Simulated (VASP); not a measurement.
A run of VASP 6.6.1:

The input INCAR:

```
SYSTEM = Tc
PREC = Accurate
ENCUT = 600
EDIFF = 1E-6
ISMEAR = 1
SIGMA = 0.1
LREAL = .False.
LASPH = .True.
NELM = 100
ALGO = Normal
ISIF = 3
LWAVE = .False.
LCHARG = .False.
GGA = PS
IBRION = 2
NSW = 60
EDIFFG = -0.001
```

The input KPOINTS:

```
Automatic mesh
0
Gamma
  10 10 10
  0 0 0
```

POSCAR

```
Tc
1.0
    0.0000000000      1.9500000000      1.9500000000
    1.9500000000      0.0000000000      1.9500000000
    1.9500000000      1.9500000000      0.0000000000
Tc
1
Direct
    0.0000000000      0.0000000000      0.0000000000
```

Potentials or basis: VASP PAW PBE potentials, release 64 (Tc_pv).

Launch:

```bash
$ cat potpaw_PBE.64/Tc_pv/POTCAR > POTCAR
$ mpirun -np 1 vasp_std > vasp.out
```

Hardware: 1 thread of Intel Xeon 8259CL (shared host).

How long does it take, and how much memory?

Wall time 79 s on 1 thread of Intel Xeon 8259CL, on a shared host, peak memory 0.15 GiB. Counts: scf iterations 79, k points 47, ion steps 19.
